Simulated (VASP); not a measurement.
# P (Cmce) in VASP: further runs

Aim: see how the results for P move with the level of theory and the settings. Levels: PBE-based screened hybrid with 25 % exact exchange, PBEsol+D3(BJ). Tasks: single point.

All numbers are computed with VASP 6.6.1; they aren't measurements. Logs are shortened: lines on timing, memory, paths and dates and some standing lists are left out, and cuts for length are marked.

## (1) The cell of the first run

Symmetry: Cmce, No. 64, orthorhombic system. Conventional cell: a = 3.295 Å, b = 10.930 Å, c = 4.544 Å, α = 90.00°, β = 90.00°, γ = 90.00°. P (site symmetry m) has 3 P at 2.20 to 2.25 Å within 2.9 Å.

## (2) Single point, PBE-based screened hybrid with 25 % exact exchange

POSCAR reads:

```
P
1.0
    1.6477431241     -5.4650377251      0.0000000000
    1.6477431241      5.4650377251      0.0000000000
    0.0000000000      0.0000000000      4.5436355900
P
4
Direct
    0.9041431300      0.0958568700      0.5888151700
    0.0958568700      0.9041431300      0.4111848300
    0.5958568700      0.4041431300      0.0888151700
    0.4041431300      0.5958568700      0.9111848300
```

INCAR.step1 reads:

```
SYSTEM = P
  PREC = Accurate
  ENCUT = 520
  EDIFF = 1E-5
  ISMEAR = -1
  SIGMA = 0.05
  LREAL = .False.
  LASPH = .True.
  NELM = 100
  ALGO = Normal
  ISIF = 2
  LWAVE = .True.
  GGA = PE
  NBANDS = 18
```

INCAR.step2 reads:

```
SYSTEM = P
  PREC = Accurate
  ENCUT = 520
  EDIFF = 1E-6
  ISMEAR = -1
  SIGMA = 0.05
  LREAL = .False.
  LASPH = .True.
  NELM = 100
  ALGO = Normal
  ISIF = 2
  LWAVE = .False.
  LCHARG = .True.
  GGA = PE
  LHFCALC = .True.
  AEXX = 0.25
  HFSCREEN = 0.2
  PRECFOCK = Normal
  LELF = .True.
  LVHAR = .True.
  ISTART = 1
  NBANDS = 18
```

KPOINTS reads:

```
regular mesh
0
Gamma
  4 4 3
  0 0 0
```

Potentials or basis: VASP PAW PBE potentials, release 64 (P).

Run with:

```sh
$ cat potpaw_PBE.64/P/POTCAR > POTCAR
$ cp INCAR.step1 INCAR
$ mpirun -np 1 vasp_std > vasp.out
$ cp INCAR.step2 INCAR
$ mpirun -np 1 vasp_std > vasp.out
```

OUTCAR:

```text
SYSTEM = P
   PREC = Accurate
   ENCUT = 520
   EDIFF = 1E-6
   ISMEAR = -1
   LREAL = .False.
   LASPH = .True.
   NELM = 100
   ISIF = 2
   GGA = PE
   LHFCALC = .True.
   AEXX = 0.25
   HFSCREEN = 0.2
   PRECFOCK = Normal
   ISTART = 1

 ion  position               nearest neighbor table
   1  0.904  0.096  0.589-   4 2.20   4 2.20   2 2.25
   2  0.096  0.904  0.411-   3 2.20   3 2.20   1 2.25
   3  0.596  0.404  0.089-   2 2.20   2 2.20   4 2.25
   4  0.404  0.596  0.911-   1 2.20   1 2.20   3 2.25

  LATTYP: Found a base centered orthorhombic cell.
 ALAT       =     3.2954862482
 B/A-ratio  =     3.3166806435
 C/A-ratio  =     1.3787451222

  Lattice vectors:

 A1 = (   1.6477431241,  -5.4650377251,   0.0000000000)
 A2 = (   1.6477431241,   5.4650377251,   0.0000000000)
 A3 = (   0.0000000000,   0.0000000000,   4.5436355900)

Analysis of symmetry for initial positions (statically):
=====================================================================
 Subroutine PRICEL returns:
 Original cell was already a primitive cell.

 Routine SETGRP: Setting up the symmetry group for a
 base centered orthorhombic supercell.

 Subroutine GETGRP returns: Found  8 space group operations
 (whereof  4 operations were pure point group operations)
 out of a pool of  8 trial point group operations.

The static configuration has the point symmetry C_2h.
 The point group associated with its full space group is D_2h.

Analysis of symmetry for dynamics (positions and initial velocities):
=====================================================================
 Subroutine PRICEL returns:
 Original cell was already a primitive cell.

 Routine SETGRP: Setting up the symmetry group for a
 base centered orthorhombic supercell.

 Subroutine GETGRP returns: Found  8 space group operations
 (whereof  4 operations were pure point group operations)
 out of a pool of  8 trial point group operations.

The dynamic configuration has the point symmetry C_2h.
 The point group associated with its full space group is D_2h.

 Subroutine INISYM returns: Found  8 space group operations
 (whereof  4 operations are pure point group operations),
 and found     1 'primitive' translations

----------------------------------------------------------------------------------------

[... 90 lines left out ...]
   NFREE  =      0    steps in history (QN), initial steepest desc. (CG)
   ISIF   =      2    stress and relaxation
   ISYM   =      3    0-nonsym 1-usesym 2-fastsym
   POTIM  = 0.5000    time-step for ionic-motion
   TEBEG  =    0.0;   TEEND  =   0.0 temperature during run
   PSTRESS=    0.0 pullay stress
   NELECT =      20.0000    total number of electrons
   NUPDOWN=      -1.0000    fix difference up-down
   EMIN   =  10.00;   EMAX   =-10.00  energy-range for DOS
   EFERMI =   0.00;   METHOD = LEGACY
   ISMEAR =    -1;   SIGMA  =   0.05  broadening in eV -4-tet -1-fermi 0-gaus
   EFERMI_NEDOS =   21; number of points for ismear=-14 and -15
   IALGO  =     38    algorithm
   IMIX   =      1    mixing-type and parameters
     AMIX     =   0.40;   BMIX     =  1.00
     AMIX_MAG =   1.60;   BMIX_MAG =  1.00
  volume/ion in A,a.u.               =      20.46       138.06
  Fermi-wavevector in a.u.,A,eV,Ry     =   1.023559  1.934246 14.254450  1.047673
  Thomas-Fermi vector in A             =   2.157299
   LORBIT       =      0    0 simple, 1 ext, 2 COOP (PROOUT), +10 PAW based schemes
   GGA     = PE    functional components
   LHFCALC =     T    Hartree Fock is set to
   PRECFOCK=normal    Normal, Fast or Accurate (Low or Medium for compatibility)
   ENCUT4O =  -1.0   cutoff for four orbital integrals eV
   NKREDX  =     1    reduce k-point grid by
   NKREDY  =     1    reduce k-point grid by
   NKREDZ  =     1    reduce k-point grid by
   AEXX    =    0.2500 exact exchange contribution
   HFSCREEN=    0.2000 screening length (either q_TF or 0.3 A-1)
   HFSCREENC=   0.2000 screening length for correlation (either q_TF or 0.3 A-1)
   ENCUTFOCK=  -1.0 apply spherical cutoff to Coloumb kernel
   IVDW    =     0    specifies the selected vdW correction
   LEPSILON=     F    determine dielectric tensor
   LRPA    =     F    only Hartree local field effects (RPA)
 non-spin polarized calculation
  energy-cutoff  :      520.00
  volume of cell :       81.83
 maximum number of plane-waves:      2223
  NGX = 32; NGY = 32; NGZ = 28

 number of electron      20.0000004 magnetization

 Free energy of the ion-electron system (eV)
  ---------------------------------------------------
  ext. energy  EPLUGINS =         0.00000000
  ---------------------------------------------------
  free energy    TOTEN  =       -25.74166243 eV

  energy without entropy =      -25.74163906  energy(sigma->0) =      -25.74165075

 E-fermi :   5.9007     XC(G=0):  -7.8333

 val. band max:        5.5356162034   @ k =   0.5000   0.5000   0.0000
 cond. band min:       6.2661536322   @ k =   0.5000   0.5000   0.0000
 fundamental gap:      0.7305374288
 Fermi energy:         5.9007211835

 k-point     1 :       0.0000    0.0000    0.0000
  band No.  band energies     occupation
      1     -11.9519      2.00000
      2      -8.9166      2.00000
      3      -5.2989      2.00000
      4      -1.9243      2.00000
      5       0.0500      2.00000
      6       0.1147      2.00000
[... 271 lines left out ...]
      5       1.4188      2.00000
      6       1.4913      2.00000
[... 10 lines left out ...]
     17      12.4899      0.00000
     18      12.5925      0.00000

------------------------ aborting loop because EDIFF is reached ----------------------------------------

  FORCE on cell =-STRESS in cart. coord.  units (eV):
  Direction    XX          YY          ZZ          XY          YZ          ZX
  --------------------------------------------------------------------------------------
  -------------------------------------------------------------------------------------
  Total        0.3153232     -0.6294411     -0.5471780      0.0000000      0.0000000      0.0000000
  in kB        6.1737695    -12.3239391    -10.7132948      0.0000000      0.0000000      0.0000000
  external PRESSURE =      -5.6211548 kB  Pullay stress =       0.0000000 kB

 VOLUME and BASIS-vectors are now :
 -----------------------------------------------------------------------------
  energy-cutoff  :      520.00
  volume of cell :       81.83
      direct lattice vectors                 reciprocal lattice vectors
     1.647743124 -5.465037725  0.000000000     0.303445357 -0.091490677  0.000000000
     1.647743124  5.465037725  0.000000000     0.303445357  0.091490677  0.000000000
     0.000000000  0.000000000  4.543635590     0.000000000  0.000000000  0.220088073

 POSITION                                       TOTAL-FORCE (eV/Angst)
 -----------------------------------------------------------------------------------
      1.64774     -4.41731      2.67536         0.000000     -0.199389     -0.037398
      1.64774      4.41731      1.86827         0.000000      0.199389      0.037398
      1.64774     -1.04772      0.40354         0.000000      0.199389     -0.037398
      1.64774      1.04772      4.14009         0.000000     -0.199389      0.037398
 -----------------------------------------------------------------------------------
    total drift:                                0.000000      0.000000      0.000000

  FREE ENERGIE OF THE ION-ELECTRON SYSTEM (eV)
  ---------------------------------------------------
  free  energy   TOTEN  =       -25.7416624343 eV

  energy  without entropy=      -25.7416390594  energy(sigma->0) =      -25.74165075
```

OUTCAR.step1:

```text
SYSTEM = P
   PREC = Accurate
   ENCUT = 520
   EDIFF = 1E-5
   ISMEAR = -1
[... 513 lines left out ...]
      1.64774     -4.41731      2.67536         0.000000      0.085572     -0.249510
      1.64774      4.41731      1.86827         0.000000     -0.085572      0.249510
      1.64774     -1.04772      0.40354         0.000000     -0.085572     -0.249510
      1.64774      1.04772      4.14009         0.000000      0.085572      0.249510
 -----------------------------------------------------------------------------------
    total drift:                               -0.000000     -0.000000      0.000000

  FREE ENERGIE OF THE ION-ELECTRON SYSTEM (eV)
  ---------------------------------------------------
  free  energy   TOTEN  =       -21.3657531634 eV

  energy  without entropy=      -21.3633104071  energy(sigma->0) =      -21.36453179
```

OSZICAR.step1:

```text
N       E                     dE             d eps       ncg     rms          rms(c)
DAV:   1     0.659926232503E+02    0.65993E+02   -0.83666E+03   504   0.946E+02
DAV:   2    -0.173141224239E+02   -0.83307E+02   -0.79962E+02   684   0.157E+02
DAV:   3    -0.214961752923E+02   -0.41821E+01   -0.41541E+01   686   0.362E+01
DAV:   4    -0.215419844478E+02   -0.45809E-01   -0.45768E-01   664   0.444E+00
DAV:   5    -0.215428986450E+02   -0.91420E-03   -0.91412E-03   664   0.596E-01    0.104E+01
DAV:   6    -0.214168392410E+02    0.12606E+00   -0.66617E-02   616   0.132E+00    0.619E+00
DAV:   7    -0.213654256423E+02    0.51414E-01   -0.11926E-01   592   0.181E+00    0.299E-01
DAV:   8    -0.213655975934E+02   -0.17195E-03   -0.11807E-02   588   0.608E-01    0.136E-01
DAV:   9    -0.213656977988E+02   -0.10021E-03   -0.45631E-04   660   0.127E-01    0.779E-02
DAV:  10    -0.213657388503E+02   -0.41052E-04   -0.58010E-05   614   0.408E-02    0.339E-02
DAV:  11    -0.213657525629E+02   -0.13713E-04   -0.17133E-05   442   0.280E-02    0.739E-03
DAV:  12    -0.213657531634E+02   -0.60053E-06   -0.11893E-06   276   0.679E-03
   1 F= -.21365753E+02 E0= -.21364532E+02  d E =-.244276E-02
```

Wall time 39 min (1 thread of AMD EPYC 7R43 (Zen 3), shared host); peak memory 0.3 GiB.

Results:

| Property | Result |
| --- | --- |
| Free energy | -25.7417 eV |
| Pressure | -0.6 GPa |
| Largest force | 0.203 eV/Å |
| Band gap on the k mesh | 0.73 eV |

Forces on the atoms (eV/Å):
```
P    0.000 -0.199 -0.037
P    0.000  0.199  0.037
P    0.000  0.199 -0.037
P    0.000 -0.199  0.037
```

Stress tensor (GPa, compression positive):
```
 0.62  0.00  0.00
 0.00 -1.23  0.00
 0.00  0.00 -1.07
```

Caveat: the k points lie up to 0.50 Å⁻¹ apart; the PAW data sets were made with another functional, which shifts forces and pressure a little. A k mesh can miss the band edges.

(Continued in part 2 of 2.)

The gap in the log of VASP goes by the Fermi energy; the results here count the filled bands.